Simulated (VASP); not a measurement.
## Si2Ni: electric field gradients with PBEsol+D3(BJ)+U

Crystal: Si2Ni.

```
CELL_PARAMETERS angstrom
0.00000 2.70300 2.70300
2.70300 0.00000 2.70300
2.70300 2.70300 0.00000
ATOMIC_POSITIONS crystal
Ni 0.00000 0.00000 0.00000
Si 0.75000 0.75000 0.75000
Si 0.25000 0.25000 0.25000
```

```json
{
  "Program": "VASP 6.6.1",
  "Task": "electric field gradients",
  "Functional": "PBEsol",
  "Dispersion": "D3(BJ)",
  "Potentials or basis": "VASP PAW PBE potentials, release 64 (Ni, Si)",
  "Cutoff": "520 eV",
  "k mesh": "9 × 9 × 9",
  "Occupations": "gaussian, width 0.02 eV",
  "Spin": "collinear spin, ferromagnetic start",
  "Starting moments": "[1.0, 0.0, 0.0] μB",
  "Hubbard terms": "Ni d U = 2.0 eV",
  "Dipole correction": "no",
  "Further INCAR settings": "ALGO = Normal; EDIFF = 1e-08; NBANDS = 20"
}
```

```
Pressure                                              : -7.0 GPa
Band gap on the k mesh                                : zero (filled and empty bands overlap)
Net moment                                            : 0.00 μB per cell
Valence electrons inside the program's atomic spheres : Ni 9.90; Si 1.58
Dispersion energy per atom                            : -0.388 eV
```

Levels at points of the mesh, in eV from the Fermi level:
Spin up:
```csv
k point,band 6,band 7,band 8,band 9,band 10,band 11,band 12,band 13
"(0.00, 0.00, 0.00)",-3.83,-0.28,1.62,1.62,1.62,2.32,2.32,2.32
```
Spin down:
```csv
k point,band 6,band 7,band 8,band 9,band 10,band 11,band 12,band 13
"(0.00, 0.00, 0.00)",-3.83,-0.28,1.62,1.62,1.62,2.32,2.32,2.32
```

Eigenvalues of the final occupation matrices:
```tsv
site	spin	trace	eigenvalues
site 1 d	1	4.30	0.84 0.84 0.84 0.89 0.89
site 1 d	2	4.30	0.84 0.84 0.84 0.89 0.89
```

Wall time 38 s on 1 thread of AMD EPYC 9R45 96-Core Processor (Zen 5) (shared host), peak memory 0.18 GiB.

Caveat: without QUAD_EFG the Cq values of the log hold for a quadrupole moment of 1 mb, not for the nuclei; the PAW data sets were made with another functional, which shifts forces and pressure a little; pairwise dispersion overbinds metals, which lowers pressure and volume; the U is typed as a test and isn't derived for this compound. The state reached can hang on the start; a lower one may exist.
